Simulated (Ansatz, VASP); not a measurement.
## One calculation of MnPtO6, two programs

```
Mn O Pt
1.0
     4.68567    0.00000    0.00000
    -2.34284    4.05792    0.00000
    -2.34284    1.35264    4.33401
Mn O Pt
1 6 1
Direct
  0.50000 0.50000 0.50000
  0.24200 0.11800 0.75100
  0.88200 0.37300 0.75100
  0.62700 0.75800 0.75100
  0.75800 0.88200 0.24900
  0.11800 0.62700 0.24900
  0.37300 0.24200 0.24900
  0.00000 0.00000 0.00000
```

Alike in both runs: task single point; functional r2SCAN; k mesh 5 × 5 × 5; no spin polarisation; Hubbard terms Mn d U = 5.1 eV.

|  | VASP | Ansatz |
| --- | --- | --- |
| version | VASP 6.6.1 | Ansatz 0.2.0 |
| potentials or method | VASP PAW PBE potentials, release 64 (Mn_pv, O, Pt), cutoff 520 eV | PAW plane waves |
| occupations | fermi-dirac, width 0.1 eV | fermi-dirac |
| valence electrons in the cell | 59 | 69 |

```csv
,VASP,Ansatz,Ansatz less VASP
pressure (GPa),17.7,15.8,-1.89
"traceless stress, the component that is largest in VASP (GPa)",-6.39,-6.62,-0.230
rms of the force components (eV/Å),1.668,1.520,-0.1479
```

VASP's potentials were made for PBE, not for r2SCAN. The programs project onto different local orbitals, so the same U acts differently, and such runs can settle in different states. Atom by atom the forces differ by 0.151 eV/Å (rms over components). VASP's potentials hold 59 valence electrons a cell and Ansatz's 69, so a difference there can come from the potentials and not from the codes. Ansatz's warnings: filled band counts differ across k points, structure snapped to symmetry.

Neither program's run includes spin-orbit coupling.
